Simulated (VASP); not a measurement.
# RbAgS2 (P6/mmm) in VASP: notebook

RbAgS2 is run at these levels: PBE; tasks: single point, relaxation of cell and atoms.

All numbers are computed with VASP 6.6.1; they aren't measurements. Logs are shortened: lines on timing, memory, paths and dates and some standing lists are left out, and cuts for length are marked.

### 1 The cell of the first run

The structure is hexagonal, space group P6/mmm (No. 191). Conventional cell: a = 5.284 Å, b = 5.284 Å, c = 6.669 Å, α = 90.00°, β = 90.00°, γ = 120.00°. Within 4.0 Å of Rb (site symmetry 6/mmm) lie 6 S at 3.05 Å and 2 Ag at 3.33 Å. Ag (site symmetry 6/mmm) has 2 Rb at 3.33 Å and 12 S at 4.52 Å within 4.6 Å. S (site symmetry -6m2) has 3 S at 3.05 Å and 3 Rb at 3.05 Å within 4.0 Å.

The cell was built from a structure type or drawn by symmetry, and may not be a known phase.

### 2 Single point, PBE

The input, INCAR:

```
PREC     = Accurate       # precision mode
ENCUT    = 520            # plane-wave cutoff, eV
EDIFF    = 1E-6           # SCF threshold, eV
ISMEAR   = 0              # smearing method
SIGMA    = 0.1            # smearing width, eV
LREAL    = F              # projectors in reciprocal space
LASPH    = T              # aspherical terms in the spheres
NELM     = 100            # most SCF steps
ALGO     = Normal         # electronic algorithm
ISIF     = 2              # what is computed and relaxed
LWAVE    = F              # write WAVECAR
LCHARG   = F              # write CHGCAR
GGA      = PE             # functional
NBANDS   = 24             # bands
```

The input, KPOINTS:

```
Automatic mesh
0
Gamma
  12 12 8
```

The input, POSCAR:

```
RbAgS2
1.0
    5.2840452340      0.0000000000      0.0000000000
   -2.6420226170      4.5761174074      0.0000000000
    0.0000000000      0.0000000000      6.6690784124
Rb Ag S
1 1 2
Direct
    0.0000000000      0.0000000000      0.0000000000
    0.0000000000      0.0000000000      0.5000000000
    0.3333333333      0.6666666667      0.0000000000
    0.6666666667      0.3333333333      0.0000000000
```

Potentials or basis: VASP PAW PBE potentials, release 64 (Rb_sv, Ag, S).

The run is started by

```
$ cat potpaw_PBE.64/Rb_sv/POTCAR potpaw_PBE.64/Ag/POTCAR potpaw_PBE.64/S/POTCAR > POTCAR
$ mpirun -np 1 vasp_std > vasp.out
```

OUTCAR:

```text
PREC = Accurate
   ENCUT = 520
   EDIFF = 1E-6
   ISMEAR = 0
   LREAL = F
   LASPH = T
   NELM = 100
   ISIF = 2
   GGA = PE

 ion  position               nearest neighbor table
   1  0.000  0.000  0.000-   3 3.05   4 3.05   4 3.05   3 3.05   4 3.05   3 3.05   2 3.33   2 3.33

   2  0.000  0.000  0.500-   1 3.33   1 3.33
   3  0.333  0.667  0.000-   1 3.05   1 3.05   1 3.05
   4  0.667  0.333  0.000-   1 3.05   1 3.05   1 3.05

  LATTYP: Found a hexagonal cell.
 ALAT       =     5.2840452340
 C/A-ratio  =     1.2621160715

  Lattice vectors:

 A1 = (   5.2840452340,   0.0000000000,   0.0000000000)
 A2 = (  -2.6420226170,   4.5761174074,   0.0000000000)
 A3 = (   0.0000000000,   0.0000000000,   6.6690784124)

Analysis of symmetry for initial positions (statically):
=====================================================================
 Subroutine PRICEL returns:
 Original cell was already a primitive cell.

 Routine SETGRP: Setting up the symmetry group for a
 hexagonal supercell.

 Subroutine GETGRP returns: Found 24 space group operations
 (whereof 24 operations were pure point group operations)
 out of a pool of 24 trial point group operations.

The static configuration has the point symmetry D_6h.

Analysis of symmetry for dynamics (positions and initial velocities):
=====================================================================
 Subroutine PRICEL returns:
 Original cell was already a primitive cell.

 Routine SETGRP: Setting up the symmetry group for a
 hexagonal supercell.

 Subroutine GETGRP returns: Found 24 space group operations
 (whereof 24 operations were pure point group operations)
 out of a pool of 24 trial point group operations.

The dynamic configuration has the point symmetry D_6h.

 Subroutine INISYM returns: Found 24 space group operations
 (whereof 24 operations are pure point group operations),
 and found     1 'primitive' translations

----------------------------------------------------------------------------------------

                                     Primitive cell

  volume of cell :     161.2611

  direct lattice vectors                    reciprocal lattice vectors
     5.284045234  0.000000000  0.000000000     0.189248948  0.109262931  0.000000000
    -2.642022617  4.576117407  0.000000000     0.000000000  0.218525862  0.000000000
     0.000000000  0.000000000  6.669078412     0.000000000  0.000000000  0.149945755

  length of vectors
     5.284045234  5.284045234  6.669078412     0.218525862  0.218525862  0.149945755

  position of ions in fractional coordinates (direct lattice)
     0.000000000  0.000000000  0.000000000
     0.000000000  0.000000000  0.500000000
     0.333333333  0.666666667  0.000000000
     0.666666667  0.333333333  0.000000000

  ion indices of the primitive-cell ions
   primitive index   ion index
                 1           1
                 2           2
                 3           3
                 4           4

----------------------------------------------------------------------------------------

 KPOINTS: Automatic mesh

Automatic generation of k-mesh.
 Grid dimensions read from file:
 generate k-points for:   12   12    8

 Generating k-lattice:

  Cartesian coordinates                     Fractional coordinates (reciprocal lattice)
     0.015770746  0.009105244  0.000000000     0.083333333 -0.000000000  0.000000000
     0.000000000  0.018210488  0.000000000     0.000000000  0.083333333  0.000000000
     0.000000000  0.000000000  0.018743219     0.000000000  0.000000000  0.125000000

  Length of vectors
     0.018210488  0.018210488  0.018743219

  Shift w.r.t. Gamma in fractional coordinates (k-lattice)
     0.000000000  0.000000000  0.000000000

 Subroutine IBZKPT returns following result:
 ===========================================

 Found     95 irreducible k-points:

 Following reciprocal coordinates:
            Coordinates               Weight
  0.000000  0.000000  0.000000      1.000000
  0.083333 -0.000000  0.000000      6.000000
  0.166667  0.000000  0.000000      6.000000
  0.250000 -0.000000  0.000000      6.000000
  0.333333 -0.000000  0.000000      6.000000
  0.416667  0.000000  0.000000      6.000000
[... 16 lines left out ...]
  0.250000 -0.000000  0.125000     12.000000
  0.333333 -0.000000  0.125000     12.000000
 [... further k-points ...]
   k-points           NKPTS =     95   k-points in BZ     NKDIM =     95   number of bands    NBANDS=     24
   number of dos      NEDOS =    301   number of ions     NIONS =      4
   total plane-waves  NPLWV =  80000
   dimension x,y,z NGX =    40 NGY =   40 NGZ =   50
   dimension x,y,z NGXF=    80 NGYF=   80 NGZF=  100
   ions per type =               1   1   2
   NGX,Y,Z   is equivalent  to a cutoff of  12.58, 12.58, 12.46 a.u.
   NGXF,Y,Z  is equivalent  to a cutoff of  25.17, 25.17, 24.93 a.u.
 SYSTEM =  unknown system
   PREC   = accura    normal or accurate (medium, high low for compatibility)
   ISTART =      0    job   : 0-new  1-cont  2-samecut
   ICHARG =      2    charge: 1-file 2-atom 10-const
   ISPIN  =      1    spin polarized calculation?
   LNONCOLLINEAR =      F non collinear calculations
   LSORBIT =      F    spin-orbit coupling
   LASPH  =      T    aspherical Exc in radial PAW
   ENCUT  =  520.0 eV  38.22 Ry    6.18 a.u.   9.82  9.82 12.40*2*pi/ulx,y,z
   NELM   =    100;   NELMIN=  2; NELMDL= -5     # of ELM steps
   EDIFF  = 0.1E-05   stopping-criterion for ELM
   LREAL  =      F    real-space projection
   EDIFFG = 0.1E-04   stopping-criterion for IOM
   NSW    =      0    number of steps for IOM
   IBRION =     -1    ionic relax: 0-MD 1-quasi-New 2-CG
   NFREE  =      0    steps in history (QN), initial steepest desc. (CG)
   ISIF   =      2    stress and relaxation
   ISYM   =      2    0-nonsym 1-usesym 2-fastsym
   POTIM  = 0.5000    time-step for ionic-motion
   TEBEG  =    0.0;   TEEND  =   0.0 temperature during run
   PSTRESS=    0.0 pullay stress
   NELECT =      32.0000    total number of electrons
   NUPDOWN=      -1.0000    fix difference up-down
   EMIN   =  10.00;   EMAX   =-10.00  energy-range for DOS
   EFERMI =   0.00;   METHOD = LEGACY
   ISMEAR =     0;   SIGMA  =   0.10  broadening in eV -4-tet -1-fermi 0-gaus
   EFERMI_NEDOS =   21; number of points for ismear=-14 and -15
   IALGO  =     38    algorithm
   IMIX   =      4    mixing-type and parameters
     AMIX     =   0.40;   BMIX     =  1.00
     AMIX_MAG =   1.60;   BMIX_MAG =  1.00
  volume/ion in A,a.u.               =      40.32       272.06
  Fermi-wavevector in a.u.,A,eV,Ry     =   0.954879  1.804460 12.405708  0.911794
  Thomas-Fermi vector in A             =   2.083666
   LORBIT       =      0    0 simple, 1 ext, 2 COOP (PROOUT), +10 PAW based schemes
   GGA     = PE    functional components
   LHFCALC =     F    Hartree Fock is set to
   AEXX    =    0.0000 exact exchange contribution
   IVDW    =     0    specifies the selected vdW correction
   LEPSILON=     F    determine dielectric tensor
   LRPA    =     F    only Hartree local field effects (RPA)
 non-spin polarized calculation
 Gauss-broadening in eV      SIGMA  =   0.10
  energy-cutoff  :      520.00
  volume of cell :      161.26
 maximum number of plane-waves:      4363
 NGX is ok and might be reduce to    40
   NGX = 19   NGY = 19   NGZ = 25

 number of electron      31.9999994 magnetization

 Free energy of the ion-electron system (eV)
  ---------------------------------------------------
  ext. energy  EPLUGINS =         0.00000000
  ---------------------------------------------------
  free energy    TOTEN  =        -8.41475937 eV

  energy without entropy =       -8.38548013  energy(sigma->0) =       -8.40011975

 E-fermi :  -0.1904     XC(G=0):  -7.0023

 val. band max:       -0.1919429409   @ k =   0.3333  -0.0000   0.0000
 cond. band min:      -0.1887616241   @ k =   0.4167   0.0833   0.0000
 fundamental gap:      0.0031813168
 Fermi energy:        -0.1903612595

 k-point     1 :       0.0000    0.0000    0.0000
  band No.  band energies     occupation
      1     -25.9311      2.00000
      2     -12.0792      2.00000
      3     -10.3681      2.00000
      4     -10.2606      2.00000
      5     -10.1919      2.00000
      6     -10.1919      2.00000
[... 16 lines left out ...]
     23       6.7344      0.00000
     24       6.9729      0.00000

 k-point     2 :       0.0833   -0.0000    0.0000
  band No.  band energies     occupation
      1     -25.9307      2.00000
      2     -12.0972      2.00000
      3     -10.4107      2.00000
      4     -10.2594      2.00000
      5     -10.1968      2.00000
      6     -10.1366      2.00000
[... 16 lines left out ...]
     23       6.6622      0.00000
     24       7.3885      0.00000

 k-point     3 :       0.1667    0.0000    0.0000
  band No.  band energies     occupation
      1     -25.9297      2.00000
      2     -12.1386      2.00000
      3     -10.5411      2.00000
      4     -10.2561      2.00000
      5     -10.2100      2.00000
      6      -9.9722      2.00000
[... 16 lines left out ...]
     23       6.6075      0.00000
     24       7.6484      0.00000

 k-point     4 :       0.2500   -0.0000    0.0000
  band No.  band energies     occupation
      1     -25.9282      2.00000
      2     -12.1794      2.00000
      3     -10.7216      2.00000
      4     -10.2516      2.00000
      5     -10.2278      2.00000
      6      -9.7449      2.00000
[... 16 lines left out ...]
     23       6.6985      0.00000
     24       7.3292      0.00000

 k-point     5 :       0.3333   -0.0000    0.0000
  band No.  band energies     occupation
      1     -25.9267      2.00000
      2     -12.2041      2.00000
      3     -10.9013      2.00000
      4     -10.2471      2.00000
      5     -10.2454      2.00000
      6      -9.5156      2.00000
[... 451 lines left out ...]
 k-point    22 :       0.1667    0.0000    0.1250
  band No.  band energies     occupation
      1     -25.9296      2.00000
      2     -12.1385      2.00000
      3     -10.5410      2.00000
      4     -10.2617      2.00000
      5     -10.2101      2.00000
      6      -9.9723      2.00000
[... 16 lines left out ...]
     23       6.7159      0.00000
     24       7.7683      0.00000

 k-point    23 :       0.2500   -0.0000    0.1250
  band No.  band energies     occupation
      1     -25.9282      2.00000
      2     -12.1793      2.00000
      3     -10.7215      2.00000
      4     -10.2571      2.00000
      5     -10.2279      2.00000
      6      -9.7450      2.00000
[... 16 lines left out ...]
     23       6.6635      0.00000
     24       7.4347      0.00000

 k-point    24 :       0.3333   -0.0000    0.1250
  band No.  band energies     occupation
      1     -25.9267      2.00000
      2     -12.2040      2.00000
      3     -10.9012      2.00000
      4     -10.2526      2.00000
      5     -10.2455      2.00000
      6      -9.5157      2.00000
[... 16 lines left out ...]
     23       6.8286      0.00000
     24       7.1057      0.00000

 [... further k-points ...]
[... 5 lines left out ...]
  --------------------------------------------------------------------------------------
  -------------------------------------------------------------------------------------
  Total        0.0712229      0.0712229     -0.0114497     -0.0000000      0.0000000      0.0000000
  in kB        0.7076205      0.7076205     -0.1137564     -0.0000000      0.0000000      0.0000000
  external PRESSURE =       0.4338282 kB  Pullay stress =       0.0000000 kB

 VOLUME and BASIS-vectors are now :
 -----------------------------------------------------------------------------
  energy-cutoff  :      520.00
  volume of cell :      161.26
      direct lattice vectors                 reciprocal lattice vectors
     5.284045234  0.000000000  0.000000000     0.189248948  0.109262931  0.000000000
    -2.642022617  4.576117407  0.000000000     0.000000000  0.218525862  0.000000000
     0.000000000  0.000000000  6.669078412     0.000000000  0.000000000  0.149945755

 POSITION                                       TOTAL-FORCE (eV/Angst)
 -----------------------------------------------------------------------------------
      0.00000      0.00000      0.00000         0.000000      0.000000     -0.000000
      0.00000      0.00000      3.33454         0.000000      0.000000     -0.000000
     -0.00000      3.05074      0.00000        -0.000000      0.000000     -0.000000
      2.64202      1.52537      0.00000         0.000000      0.000000      0.000000
 -----------------------------------------------------------------------------------
    total drift:                                0.000000     -0.000000      0.000000

  FREE ENERGIE OF THE ION-ELECTRON SYSTEM (eV)
  ---------------------------------------------------
  free  energy   TOTEN  =        -8.4147593673 eV

  energy  without entropy=       -8.3854801333  energy(sigma->0) =       -8.40011975
```

Run time: 4.8 min. Hardware: 1 thread of AMD EPYC 9R45 (Zen 5), shared host; peak memory 0.48 GiB.

Results:

```yaml
Free_energy: -8.4148 eV
Pressure: 0.0 GPa
Band_gap_on_the_k_mesh: zero (bands 16 and 17 overlap by 0.36 eV)
```

Stress tensor (GPa, compression positive):
```
 0.07  0.00  0.00
 0.00  0.07  0.00
 0.00  0.00 -0.01
```

### 3 Relaxation of cell and atoms, PBE

This run uses another cell than the first one, of 40.20 Å³/atom.

The input, INCAR:

```
SYSTEM = RbAgS2
ALGO = Normal
EDIFF = 1E-7
EDIFFG = -0.01
ENCUT = 600
GGA = PE
IBRION = 2
ISIF = 3
ISMEAR = 0
LASPH = .True.
LCHARG = .False.
LREAL = .False.
LWAVE = .False.
NELM = 100
NSW = 100
PREC = Accurate
SIGMA = 0.1
```

The input, KPOINTS:

```
k-points
0
Gamma
  12 12 8
  0 0 0
```

The input, POSCAR:

```
RbAgS2
1.0
    5.2770786268      0.0000000000      0.0000000000
   -2.6385393134      4.5700841486      0.0000000000
    0.0000000000      0.0000000000      6.6680058949
Rb Ag S
1 1 2
Direct
    0.0000000000      0.0000000000      0.0000000000
    0.0000000000      0.0000000000      0.5000000000
    0.3333333333      0.6666666667      0.0000000000
    0.6666666667      0.3333333333      0.0000000000
```

Potentials or basis: VASP PAW PBE potentials, release 64 (Rb_sv, Ag, S).

The run is started by

```
$ cat potpaw_PBE.64/Rb_sv/POTCAR potpaw_PBE.64/Ag/POTCAR potpaw_PBE.64/S/POTCAR > POTCAR
$ mpirun -np 1 vasp_std > vasp.out
```

OUTCAR:

```text
SYSTEM = RbAgS2
   EDIFF = 1E-7
   EDIFFG = -0.01
   ENCUT = 600
   GGA = PE
   IBRION = 2
   ISIF = 3
   ISMEAR = 0
   LASPH = .True.
   LREAL = .False.
   NELM = 100
   NSW = 100
   PREC = Accurate

 ion  position               nearest neighbor table
   1  0.000  0.000  0.000-   3 3.05   4 3.05   4 3.05   3 3.05   4 3.05   3 3.05   2 3.33   2 3.33

   2  0.000  0.000  0.500-   1 3.33   1 3.33
   3  0.333  0.667  0.000-   1 3.05   1 3.05   1 3.05
   4  0.667  0.333  0.000-   1 3.05   1 3.05   1 3.05

  LATTYP: Found a hexagonal cell.
 ALAT       =     5.2770786268
 C/A-ratio  =     1.2635790305

  Lattice vectors:

 A1 = (   5.2770786268,   0.0000000000,   0.0000000000)
 A2 = (  -2.6385393134,   4.5700841486,   0.0000000000)
 A3 = (   0.0000000000,   0.0000000000,   6.6680058949)

Analysis of symmetry for initial positions (statically):
=====================================================================
 Subroutine PRICEL returns:
 Original cell was already a primitive cell.

 Routine SETGRP: Setting up the symmetry group for a
 hexagonal supercell.

 Subroutine GETGRP returns: Found 24 space group operations
[... 171 lines left out ...]

------------------------ aborting loop because EDIFF is reached ----------------------------------------

  FORCE on cell =-STRESS in cart. coord.  units (eV):
  Direction    XX          YY          ZZ          XY          YZ          ZX
  --------------------------------------------------------------------------------------
  -------------------------------------------------------------------------------------
  Total        0.1486536      0.1486536      0.0196979      0.0000000     -0.0000000      0.0000000
  in kB        1.4810591      1.4810591      0.1962536      0.0000000     -0.0000000      0.0000000
  external PRESSURE =       1.0527906 kB  Pullay stress =       0.0000000 kB
[... 63 lines left out ...]
--------------------------------------- Ionic step        3  -------------------------------------------

 number of electron      32.0000004 magnetization

 Free energy of the ion-electron system (eV)
  ---------------------------------------------------
  ext. energy  EPLUGINS =         0.00000000
  ---------------------------------------------------
  free energy    TOTEN  =        -8.41474535 eV

  energy without entropy =       -8.38547383  energy(sigma->0) =       -8.40010959

 E-fermi :  -0.2085     XC(G=0):  -6.9904

 val. band max:       -0.2091684394   @ k =   0.3333   0.0000   0.0000
 cond. band min:      -0.2072896087   @ k =   0.4167   0.0833   0.0000
 fundamental gap:      0.0018788307
 Fermi energy:        -0.2084572247

 k-point     1 :       0.0000    0.0000    0.0000
  band No.  band energies     occupation
      1     -25.9497      2.00000
      2     -12.0835      2.00000
      3     -10.3875      2.00000
      4     -10.2790      2.00000
      5     -10.2067      2.00000
      6     -10.2067      2.00000
[... 541 lines left out ...]
     19       3.3882      0.00000
     20       4.6391      0.00000

 [... further k-points ...]
[... 5 lines left out ...]
  --------------------------------------------------------------------------------------
  -------------------------------------------------------------------------------------
  Total       -0.0027894     -0.0027894      0.0158457      0.0000000     -0.0000000      0.0000000
  in kB       -0.0276247     -0.0276247      0.1569265      0.0000000     -0.0000000      0.0000000
  external PRESSURE =       0.0338924 kB  Pullay stress =       0.0000000 kB
[... 19 lines left out ...]
  FREE ENERGIE OF THE ION-ELECTRON SYSTEM (eV)
  ---------------------------------------------------
  free  energy   TOTEN  =        -8.4147453470 eV

  energy  without entropy=       -8.3854738285  energy(sigma->0) =       -8.40010959

 reached required accuracy - stopping structural energy minimisation
```

Wall time 9.3 min (1 thread of AMD EPYC 9R45 (Zen 5), shared host); peak memory 0.57 GiB.

What came out:

```yaml
Free_energy: -8.4147 eV
Relaxed_volume: 40.45 Å³/atom
Relaxed_cell: a = 5.292 Å, b = 5.292 Å, c = 6.671 Å, α = 90.00°, β = 90.00°, γ = 120.00°
Space_group_after_relaxing_to_0.1_Å: P6/mmm (No. 191)
Energy_gained_by_relaxing: 0.1 meV/atom
Ionic_steps: 3
Pressure_after_relaxing: 0.0 GPa
Band_gap_on_the_k_mesh: zero (bands 16 and 17 overlap by 0.36 eV)
```

The path:
```tsv
step	energy change (eV)	largest force (eV/Å)	pressure (GPa)	volume (Å³)
1	0.0000	0.0000	0.11	160.81
2	-0.0004	0.0000	0.04	161.43
3	-0.0004	0.0000	0.00	161.78
```

Final structure:
```
CELL_PARAMETERS angstrom
5.29199 0.00000 0.00000
-2.64599 4.58300 0.00000
0.00000 0.00000 6.67050
ATOMIC_POSITIONS crystal
Rb 0.00000 0.00000 0.00000
Ag 0.00000 0.00000 0.50000
S 0.33333 0.66667 0.00000
S 0.66667 0.33333 0.00000
```
